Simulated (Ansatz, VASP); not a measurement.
**Al in VASP and in Ansatz**

File INCAR:

```
SYSTEM = Al
PREC     = Accurate       ! precision mode
ENCUT    = 520            ! plane-wave cutoff, eV
EDIFF    = 1E-6           ! SCF threshold, eV
ISMEAR   = -1             ! smearing method
SIGMA    = 0.1            ! smearing width, eV
LREAL    = .FALSE.        ! projectors in reciprocal space
LASPH    = .TRUE.         ! aspherical terms in the spheres
NELM     = 100            ! most SCF steps
ALGO     = Normal         ! electronic algorithm
ISIF     = 2              ! what is computed and relaxed
LWAVE    = .FALSE.        ! write WAVECAR
LCHARG   = .TRUE.         ! write CHGCAR
GGA      = RP             ! functional
LELF     = .TRUE.         ! ELF
LVHAR    = .TRUE.       
NBANDS   = 12             ! bands
```

File KPOINTS:

```
regular mesh
0
G
  9 9 12
  0 0 0
```

File POSCAR:

```
Al
1.0
    4.5493187700      0.0000000000      0.0000000000
   -2.2746593850      3.9398256247      0.0000000000
    0.0000000000      0.0000000000      2.8165439558
Al
3
Direct
    1.0000000000      0.0000000000      0.0000000000
    0.3333333333      0.6666666667      0.5000000000
    0.6666666667      0.3333333333      0.5000000000
```

Input for Ansatz:

```yaml
crystal:
  lattice:
    - [4.54931877, 0.0, 0.0]
    - [-2.274659385, 3.9398256247, 0.0]
    - [0.0, 0.0, 2.8165439558]
  atoms:
    - { symbol: Al, position: [1.0, 0.0, 0.0] }
    - { symbol: Al, position: [0.3333333333, 0.6666666667, 0.5] }
    - { symbol: Al, position: [0.6666666667, 0.3333333333, 0.5] }
hamiltonian:
  xc: rpbe
  pseudopotentials:
    kind: paw
    azcp:
      Al: "pseudopotentials/Al.paw.azcp"
basis:
  ecutwfc: 420
  fft_grid_basis: typed
kpoints:
  mp_grid: { grid: [9, 9, 12], shift: [0, 0, 0] }
magnetization:
  spin_polarized: false
scf:
  occupations: { method: fermi_dirac, width: 0.1 }
  lower_state_search: "off"
output:
  stress: true
  write_density: true
  write_potential: true
  elf: true
  volumetric_format: npy
```

Alike in both runs: task single point; functional RPBE; k mesh 9 × 9 × 12; occupations fermi-dirac, width 0.1 eV; no spin polarisation.

|  | VASP | Ansatz |
| --- | --- | --- |
| version | VASP 6.6.1 | Ansatz 0.2.0 |
| potentials or method | VASP PAW PBE potentials, release 64 (Al), cutoff 520 eV | plane waves (420 eV) with PAW, scalar-relativistic |
| valence electrons in the cell | 9 | 9 |

|  | VASP | Ansatz | Ansatz less VASP |
| --- | --- | --- | --- |
| pressure (GPa) | 2.9 | 3.1 | +0.17 |
| traceless stress, the component that is largest in VASP (GPa) | -1.51 | -1.53 | -0.023 |

VASP's potentials were made for PBE, not for RPBE.
